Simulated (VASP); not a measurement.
Here is a VASP 6.6.1 calculation.

File INCAR:

```
SYSTEM = Ge
PREC = Accurate
ENCUT = 520
EDIFF = 1E-7
ISMEAR = -1
SIGMA = 0.02
LREAL = .FALSE.
LASPH = .TRUE.
NELM = 100
ALGO = Normal
ISIF = 2
LWAVE = .FALSE.
LCHARG = .TRUE.
LDIPOL = .TRUE.
IDIPOL = 3
DIPOL = 0.5 0.5 0.500
GGA = PE
LELF = .TRUE.
LVHAR = .TRUE.
LVACPOTAV = .TRUE.
NBANDS = 36
EFIELD = -0.1
```

Contents of KPOINTS:

```
Automatic mesh
0
G
  8 5 1
  0 0 0
```

Contents of POSCAR:

```
Ge
1.0
    4.0736070248      0.0000000000      0.0000000000
    0.0000000000      5.7609503022      0.0000000000
    0.0000000000      0.0000000000     18.0368000000
Ge
4
Direct
    0.0000000000      0.3715519046      0.4469824216
    0.5000000000      0.1284480954      0.4469824216
    0.5000000000      0.8715450000      0.5530175784
    0.0000000000      0.6284550000      0.5530175784
```

Potentials or basis: VASP PAW PBE potentials, release 64 (Ge_d).

Run with:

```bash
$ cat potpaw_PBE.64/Ge_d/POTCAR > POTCAR
$ mpirun -np 1 vasp_std > vasp.out
```

Estimate the largest force.

0.016 eV/Å.

Estimate the band gap on the k mesh.

0.28 eV (least direct gap 0.57 eV).

Forces on the atoms (eV/Å):
```
Ge   0.000  0.003 -0.007
Ge   0.000 -0.003 -0.007
Ge   0.000 -0.014  0.007
Ge   0.000  0.014  0.007
```
